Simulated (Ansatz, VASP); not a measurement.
# SiC: VASP beside Ansatz

POSCAR

```
SiC
1.0
    0.0000000000      2.2207673659      2.2207673659
    2.2207673659      0.0000000000      2.2207673659
    2.2207673659      2.2207673659      0.0000000000
Si C
1 1
Direct
    0.0000000000      0.0000000000      0.0000000000
    0.2500000000      0.2500000000      0.2500000000
```

The input INCAR.step1:

```
SYSTEM = SiC
PREC = Accurate ; ENCUT = 660
ISMEAR = 0 ; SIGMA = 0.01
LREAL = .FALSE. ; LASPH = .TRUE.
NELM = 120 ; NBANDS = 11
GGA = PE ; ALGO = Normal
EDIFF = 1E-5 ; LWAVE = .TRUE.
LCHARG = .FALSE. ; GGA_COMPAT = .FALSE.
```

File INCAR.step2:

```
SYSTEM = SiC
PREC = Accurate ; ENCUT = 660
EDIFF = 1E-6 ; ISMEAR = 0
SIGMA = 0.01 ; LREAL = .FALSE.
LASPH = .TRUE. ; NELM = 120
ALGO = Normal ; ISIF = 2
LWAVE = .FALSE. ; LCHARG = .FALSE.
METAGGA = R2SCAN ; LMIXTAU = .TRUE.
NBANDS = 11 ; ISTART = 1
GGA_COMPAT = .FALSE.
```

File KPOINTS:

```
regular mesh
0
G
  8 8 8
  0 0 0
```

Input for Ansatz:

```yaml
crystal:
  lattice:
    - [0.0, 2.2207673659, 2.2207673659]
    - [2.2207673659, 0.0, 2.2207673659]
    - [2.2207673659, 2.2207673659, 0.0]
  atoms:
    - { symbol: Si, position: [0.0, 0.0, 0.0] }
    - { symbol: C, position: [0.25, 0.25, 0.25] }
kpoints:
  mp_grid: { grid: [8, 8, 8] }
hamiltonian:
  xc: r2scan
scf:
  occupations: { method: fixed }
  n_extra_bands: 4
output:
  forces: true
  stress: true
  eigenvalues: true
```

Alike in both runs: task single point; functional r2SCAN; k mesh 8 × 8 × 8; no spin polarisation.

|  | VASP | Ansatz |
| --- | --- | --- |
| version | VASP 6.6.1 | Ansatz 0.2.0 |
| potentials or method | VASP PAW PBE potentials, release 64 (Si, C) | plane waves, PAW |
| plane-wave cutoff (eV) | 660 | 500 |
| occupations | gaussian, width 0.01 eV | fixed |
| valence electrons in the cell | 8 | 8 |

Ansatz gave:

```
gap on the k mesh at the Fermi level (eV) : 1.75
pressure (GPa)                            : -11.8
```

**Question.** Which values does VASP return?

**Answer.** gap on the k mesh at the Fermi level (eV): 1.76; pressure (GPa): -12.1.

VASP's potentials were made for PBE, not for r2SCAN.
